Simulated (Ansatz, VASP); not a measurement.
# PbF2 in VASP and in Ansatz

```
Pb F
1.0
     0.00000    2.96366    2.96366
     2.96366    0.00000    2.96366
     2.96366    2.96366    0.00000
Pb F
1 2
Direct
  0.00000 0.00000 0.00000
  0.75000 0.75000 0.75000
  0.25000 0.25000 0.25000
```

Alike in both runs: task single point; functional PBE; k mesh 8 × 8 × 8; occupations gaussian, width 0.011 eV; no spin polarisation.

```csv
,VASP,Ansatz
version,VASP 6.6.1,Ansatz 0.2.0
potentials or method,"VASP PAW PBE potentials, release 64 (Pb_d, F)",Ansatz PAW
plane-wave cutoff (eV),600,420
valence electrons in the cell,28,28
```

|  | VASP | Ansatz | Ansatz less VASP |
| --- | --- | --- | --- |
| gap on the k mesh at the Fermi level (eV) | 4.42 | 4.42 | +0.002 |
| least direct gap on the mesh (eV) | 4.56 | 4.57 | +0.001 |
| pressure (GPa) | 2.4 | 2.7 | +0.25 |

The functional is the same, so the differences come from potentials, cutoffs and numerics.

Neither program's run includes spin-orbit coupling.
